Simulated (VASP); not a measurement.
YBRh3, 5 atoms in the cell. Symmetry: Pm-3m, No. 221, cubic system. The conventional cell has a = 4.164 Å, b = 4.164 Å, c = 4.164 Å, α = 90.00°, β = 90.00°, γ = 90.00°. Y (site symmetry m-3m) has 12 Rh at 2.94 Å and 8 B at 3.61 Å within 3.9 Å. B (site symmetry m-3m) has 6 Rh at 2.08 Å within 2.8 Å. Within 2.8 Å of Rh (site symmetry 4/mmm) lie 2 B at 2.08 Å. 

| Quantity | Value |
| --- | --- |
| Program | VASP 6.6.1 |
| Task | single point |
| Functional | r2SCAN |
| Potentials or basis | VASP PAW PBE potentials, release 64 (Y_sv, B, Rh_pv) |
| Cutoff | 520 eV |
| k mesh | 6 × 6 × 6 |
| Occupations | methfessel-paxton, width 0.1 eV |
| Spin | no spin polarisation |
| Dipole correction | no |
| Further INCAR settings | ALGO = Normal; EDIFF = 1e-07; NBANDS = 38 |

Potentials or basis: VASP PAW PBE potentials, release 64 (Y_sv, B, Rh_pv).

Command:

```bash
$ cat potpaw_PBE.64/Y_sv/POTCAR potpaw_PBE.64/B/POTCAR potpaw_PBE.64/Rh_pv/POTCAR > POTCAR
$ cp INCAR.step1 INCAR
$ mpirun -np 1 vasp_std > vasp.out
$ cp INCAR.step2 INCAR
$ mpirun -np 1 vasp_std > vasp.out
```

Hardware: 1 thread of Intel(R) Xeon(R) Platinum 8259CL CPU @ 2.50GHz (Skylake/Cascade Lake), with other jobs on the host.

Question: How long does it take, and how much memory?

Answer: It took 2.7 min on 1 thread of Intel(R) Xeon(R) Platinum 8259CL CPU @ 2.50GHz (Skylake/Cascade Lake), on a shared host, peak memory 0.23 GiB. Counts: k points 20.
